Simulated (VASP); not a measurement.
Input of a VASP 6.6.1 run:

Contents of INCAR:

```
ALGO = Normal
EDIFF = 1E-7
ENCUT = 520
GGA = PE
ISIF = 2
ISMEAR = -1
ISYM = 0
LASPH = T
LCHARG = F
LREAL = Auto
LWAVE = F
NBANDS = 81
NELM = 100
PREC = Accurate
SIGMA = 0.05
```

File KPOINTS:

```
k-points
0
Gamma
  1 1 1
```

Contents of POSCAR:

```
HfO2
1.0
    5.9133820000      0.0936650000     -0.0263170000
    0.0936650000      6.1692290000     -0.0293520000
   -0.0263170000     -0.0293520000      5.6660680000
Hf O
6 12
Direct
    0.2644757638      0.2323556518      0.8667330346
    0.7661962693      0.0225638094      0.8106800483
    0.6430892028      0.6059627676      0.1022768166
    0.4192601709      0.0424013672      0.3567303172
    0.9319910838      0.2065563101      0.2997452643
    0.1308763988      0.6545919140      0.5708284574
    0.1700547368      0.0161435458      0.1178593649
    0.0365254686      0.9897446084      0.5870911229
    0.6808401337      0.1948611128      0.5259511946
    0.8309510505      0.6975138924      0.8300955030
    0.4331477351      0.9619748358      0.7230456878
    0.2170515535      0.3238564014      0.4793008095
    0.8802291638      0.5327161812      0.3471579014
    0.7120745529      0.9343385116      0.1911183152
    0.9256020482      0.2962813810      0.9418507720
    0.4063068102      0.7090141420      0.3598505629
    0.3472054745      0.5560470963      0.8339763132
    0.5115854467      0.2740293488      0.0959885592
```

Potentials or basis: VASP PAW PBE potentials, release 64 (Hf_pv, O).

Launch:

```console
$ cat potpaw_PBE.64/Hf_pv/POTCAR potpaw_PBE.64/O/POTCAR > POTCAR
$ mpirun -np 1 vasp_gam > vasp.out
```

(1) Estimate the band gap on the k mesh.

(2) Estimate the pressure.

(3) What does it give for the largest force?

## Answers

(1) 4.39 eV.

(2) 11.3 GPa.

(3) 2.582 eV/Å.

Caveat: the k points lie up to 1.11 Å⁻¹ apart; spin-orbit coupling is left out, which moves the levels of the heavy elements.
